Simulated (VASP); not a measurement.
# Sr (C2/m) in VASP: single point with LDA

Aim: the single point of Sr with LDA.

Program: VASP 6.6.1. These are calculated values, not measurements. Logs are shortened: lines on timing, memory, paths and dates and some standing lists are left out, and cuts for length are marked.

## 1. The cell of the first run

It takes space group C2/m (No. 12, monoclinic). The conventional cell has a = 10.989 Å, b = 19.031 Å, c = 4.422 Å, α = 90.00°, β = 91.72°, γ = 90.00°. Within 5.8 Å of Sr (site symmetry 2/m) lie 2 Sr at 4.42 Å.

## 2. Single point, LDA (strain +0.0300 x Voigt [0, 0, 0, 0, 1, 0])

The input, INCAR:

```
SYSTEM = Sr
PREC = Accurate ; ENCUT = 520
EDIFF = 1E-6 ; ISMEAR = 0
SIGMA = 0.05 ; LREAL = .False.
LASPH = .True. ; NELM = 60
ALGO = Normal ; ISIF = 2
LWAVE = .False. ; LCHARG = .False.
NBANDS = 11
```

The input, KPOINTS:

```
regular mesh
0
Gamma
  6 6 8
  0 0 0
```

The input, POSCAR:

```
Sr
1.0
   10.9876299658      0.0000000000      0.1648144495
   -5.4938149829      9.5155666777     -0.0824072247
    0.0663166786      0.0000000000      4.4211119100
Sr
1
Direct
    0.0000000000      0.0000000000      0.0000000000
```

Potentials or basis: VASP PAW LDA potentials, release 64 (Sr_sv).

Started as:

```console
$ cat potpaw_LDA.64/Sr_sv/POTCAR > POTCAR
$ mpirun -np 1 vasp_std > vasp.out
```

OUTCAR:

```text
SYSTEM = Sr
   PREC = Accurate
   ENCUT = 520
   EDIFF = 1E-6
   ISMEAR = 0
   LREAL = .False.
   LASPH = .True.
   NELM = 60
   ISIF = 2

 ion  position               nearest neighbor table
   1  0.000  0.000  0.000-

  LATTYP: Found a base centered monoclinic cell.
 ALAT       =    10.9888660046
 B/A-ratio  =     1.7318559847
 C/A-ratio  =     0.4023717511
 COS(beta)  =    -0.0299932515

  Lattice vectors:

 A1 = (  -5.4938149829,   9.5155666777,  -0.0824072247)
 A2 = (  -5.4938149829,  -9.5155666777,  -0.0824072248)
 A3 = (   0.0663166786,   0.0000000000,   4.4211119100)

Analysis of symmetry for initial positions (statically):
=====================================================================
 Subroutine PRICEL returns:
 Original cell was already a primitive cell.

 Routine SETGRP: Setting up the symmetry group for a
 base centered monoclinic supercell.

 Subroutine GETGRP returns: Found  4 space group operations
 (whereof  4 operations were pure point group operations)
 out of a pool of  4 trial point group operations.

The static configuration has the point symmetry C_2h.

Analysis of symmetry for dynamics (positions and initial velocities):
=====================================================================
 Subroutine PRICEL returns:
 Original cell was already a primitive cell.

 Routine SETGRP: Setting up the symmetry group for a
 base centered monoclinic supercell.

 Subroutine GETGRP returns: Found  4 space group operations
 (whereof  4 operations were pure point group operations)
 out of a pool of  4 trial point group operations.

The dynamic configuration has the point symmetry C_2h.

 Subroutine INISYM returns: Found  4 space group operations
 (whereof  4 operations are pure point group operations),
 and found     1 'primitive' translations

----------------------------------------------------------------------------------------

                                     Primitive cell

  volume of cell :     462.1388

  direct lattice vectors                    reciprocal lattice vectors
    10.987629966  0.000000000  0.164814449     0.091031920  0.052545478 -0.001365479
    -5.493814983  9.515566678 -0.082407225     0.000000000  0.105090956  0.000000000
     0.066316679  0.000000000  4.421111910    -0.003393575 -0.000000000  0.226238347

  length of vectors
    10.988866005 10.987938988  4.421609257     0.105117564  0.105090956  0.226263797

  position of ions in fractional coordinates (direct lattice)
     0.000000000  0.000000000  0.000000000

  ion indices of the primitive-cell ions
   primitive index   ion index
[... 82 lines left out ...]
   TEBEG  =    0.0;   TEEND  =   0.0 temperature during run
   PSTRESS=    0.0 pullay stress
   NELECT =      10.0000    total number of electrons
   NUPDOWN=      -1.0000    fix difference up-down
   EMIN   =  10.00;   EMAX   =-10.00  energy-range for DOS
   EFERMI =   0.00;   METHOD = LEGACY
   ISMEAR =     0;   SIGMA  =   0.05  broadening in eV -4-tet -1-fermi 0-gaus
   EFERMI_NEDOS =   21; number of points for ismear=-14 and -15
   IALGO  =     38    algorithm
   IMIX   =      4    mixing-type and parameters
     AMIX     =   0.40;   BMIX     =  1.00
     AMIX_MAG =   1.60;   BMIX_MAG =  1.00
  volume/ion in A,a.u.               =     462.14      3118.67
  Fermi-wavevector in a.u.,A,eV,Ry     =   0.456195  0.862084  2.831563  0.208114
  Thomas-Fermi vector in A             =   1.440221
   LORBIT       =      0    0 simple, 1 ext, 2 COOP (PROOUT), +10 PAW based schemes
   GGA     = CA    functional components
   LHFCALC =     F    Hartree Fock is set to
   AEXX    =    0.0000 exact exchange contribution
   IVDW    =     0    specifies the selected vdW correction
   LEPSILON=     F    determine dielectric tensor
   LRPA    =     F    only Hartree local field effects (RPA)
 non-spin polarized calculation
 Gauss-broadening in eV      SIGMA  =   0.05
  energy-cutoff  :      520.00
  volume of cell :      462.14
 maximum number of plane-waves:     12471
 NGX is ok and might be reduce to    84
   NGX = 41   NGY = 41   NGZ = 17

 number of electron      10.0000000 magnetization

 Free energy of the ion-electron system (eV)
  ---------------------------------------------------
  ext. energy  EPLUGINS =         0.00000000
  ---------------------------------------------------
  free energy    TOTEN  =        -0.28979500 eV

  energy without entropy =       -0.28979500  energy(sigma->0) =       -0.28979500

 E-fermi :  -1.6119     XC(G=0):  -2.2431

 val. band max:       -1.8355560362   @ k =   0.3333   0.3333   0.5000
 cond. band min:      -1.3977526329   @ k =   0.0000  -0.0000   0.5000
 fundamental gap:      0.4378034033
 Fermi energy:        -1.6118808961

 k-point     1 :       0.0000    0.0000    0.0000
  band No.  band energies     occupation
      1     -39.8593      2.00000
      2     -21.9239      2.00000
      3     -21.9239      2.00000
      4     -21.7882      2.00000
      5      -3.8430      2.00000
      6      -1.2496      0.00000
      7      -1.1327      0.00000
      8      -1.1326      0.00000
      9      -0.8542      0.00000
     10      -0.8541      0.00000
     11       0.3979      0.00000
[... 309 lines left out ...]
 k-point    24 :      -0.3333    0.1667    0.1250
  band No.  band energies     occupation
      1     -39.8589      2.00000
      2     -21.9230      2.00000
      3     -21.9230      2.00000
      4     -21.7980      2.00000
      5      -3.6678      2.00000
      6      -1.2357      0.00000
      7      -1.1658      0.00000
      8      -1.1013      0.00000
      9      -0.7903      0.00000
     10      -0.7681      0.00000
     11       0.2737      0.00000

 [... further k-points ...]

------------------------ aborting loop because EDIFF is reached ----------------------------------------

  FORCE on cell =-STRESS in cart. coord.  units (eV):
  Direction    XX          YY          ZZ          XY          YZ          ZX
  --------------------------------------------------------------------------------------
  -------------------------------------------------------------------------------------
  Total       -0.0057835     -0.0057863      0.0265083      0.0000000     -0.0000000      0.0004327
  in kB       -0.0200505     -0.0200602      0.0919008      0.0000000     -0.0000000      0.0014999
  external PRESSURE =       0.0172634 kB  Pullay stress =       0.0000000 kB

 VOLUME and BASIS-vectors are now :
 -----------------------------------------------------------------------------
  energy-cutoff  :      520.00
  volume of cell :      462.14
      direct lattice vectors                 reciprocal lattice vectors
    10.987629966  0.000000000  0.164814449     0.091031920  0.052545478 -0.001365479
    -5.493814983  9.515566678 -0.082407225     0.000000000  0.105090956  0.000000000
     0.066316679  0.000000000  4.421111910    -0.003393575 -0.000000000  0.226238347

 POSITION                                       TOTAL-FORCE (eV/Angst)
 -----------------------------------------------------------------------------------
      0.00000      0.00000      0.00000         0.000000      0.000000      0.000000
 -----------------------------------------------------------------------------------
    total drift:                               -0.000000     -0.000000      0.000000

  FREE ENERGIE OF THE ION-ELECTRON SYSTEM (eV)
  ---------------------------------------------------
  free  energy   TOTEN  =        -0.2897950000 eV

  energy  without entropy=       -0.2897950000  energy(sigma->0) =       -0.28979500
```

OSZICAR:

```text
N       E                     dE             d eps       ncg     rms          rms(c)
DAV:   1     0.252463315535E+02    0.25246E+02   -0.34690E+03  3046   0.564E+02
DAV:   2     0.185251863825E+01   -0.23394E+02   -0.22932E+02  2635   0.922E+01
DAV:   3    -0.191488781299E+00   -0.20440E+01   -0.20308E+01  3330   0.175E+01
DAV:   4    -0.315376130492E+00   -0.12389E+00   -0.12359E+00  3017   0.329E+00
DAV:   5    -0.318294716279E+00   -0.29186E-02   -0.29176E-02  3028   0.425E-01    0.586E+00
DAV:   6    -0.300143338620E+00    0.18151E-01   -0.19680E-02  2773   0.521E-01    0.312E+00
DAV:   7    -0.289056107134E+00    0.11087E-01   -0.33690E-02  2976   0.597E-01    0.168E-01
DAV:   8    -0.288832714980E+00    0.22339E-03   -0.80195E-04  3334   0.104E-01    0.320E-02
DAV:   9    -0.288893693221E+00   -0.60978E-04   -0.18194E-04  3091   0.348E-02    0.335E-02
DAV:  10    -0.289348412915E+00   -0.45472E-03   -0.26426E-04  2718   0.395E-02    0.199E-02
DAV:  11    -0.289689823306E+00   -0.34141E-03   -0.88649E-05  2507   0.187E-02    0.210E-02
DAV:  12    -0.289761649432E+00   -0.71826E-04   -0.18618E-05  2963   0.985E-03    0.382E-03
DAV:  13    -0.289790708386E+00   -0.29059E-04   -0.67476E-06  2439   0.728E-03    0.331E-03
DAV:  14    -0.289793751775E+00   -0.30434E-05   -0.74199E-07  3067   0.193E-03    0.115E-03
DAV:  15    -0.289794897980E+00   -0.11462E-05   -0.22993E-07  2337   0.103E-03    0.349E-04
DAV:  16    -0.289794999969E+00   -0.10199E-06   -0.21772E-08  2162   0.415E-04
   1 F= -.28979500E+00 E0= -.28979500E+00  d E =-.158532E-10
```

It took 13 min on 1 thread of Intel Xeon 8259CL, shared host; peak memory 0.74 GiB.

What came out:

```
Free energy            : -0.2898 eV
Pressure               : 0.0 GPa
Band gap on the k mesh : 0.44 eV (least direct gap 0.45 eV)
```

Caveat: the cell differs from its parent crystal (strain +0.0300 x Voigt [0, 0, 0, 0, 1, 0]). A k mesh can miss the band edges.
